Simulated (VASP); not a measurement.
Runs of VASP 6.6.1 on AlIr6. The structure is that of space group Pm-3m (No. 221), or close to it. The cells are those of the table. 

| task | potentials or basis | cell | k mesh | cutoff (eV) | second run | gap on the mesh (eV) | pressure (GPa) | largest force (eV/Å) |
| --- | --- | --- | --- | --- | --- | --- | --- | --- |
| single point | VASP PAW PBE potentials, release 64 (Al, Ir) | a = 5.942 Å, 7 atoms | 6 × 6 × 6 | 520 | - | none | 0.1 | 0.05 |
| single point | VASP PAW PBE potentials, release 64 (Al, Ir) | a = 5.942 Å, 7 atoms | 4 × 4 × 4 | 520 | - | none | 0.1 | (b) |
| single point | VASP PAW PBE potentials, release 64 (Al, Ir_sv_GW) | a = 5.942 Å, 7 atoms | 6 × 6 × 6 | 500 | valence_matched | none | -1.4 | (a) |
| relaxation of cell and atoms | VASP PAW PBE potentials, release 64 (Al, Ir) | relaxed from a = 5.942 Å, 7 atoms | 6 × 6 × 6 | 600 | - | none | 0.0 | - |
| single point | VASP PAW PBE potentials, release 64 (Al, Ir_sv_GW) | a = 5.942 Å, 7 atoms | 4 × 4 × 4 | 500 | valence_matched | none | -1.3 | - |

Alike in all rows: level PBE; no spin polarisation; smearing gaussian 0.1 eV.

Fill in the values left out.

(a) 0.01; (b) 0.06.

Caveats: spin-orbit coupling is left out, which moves the levels of the heavy elements.

A k mesh can miss the band edges, and the runs leave out spin-orbit coupling on Ir.

A gap of «none» marks levels without a gap at the run's occupations.

The runs don't all hold the same shells in valence.
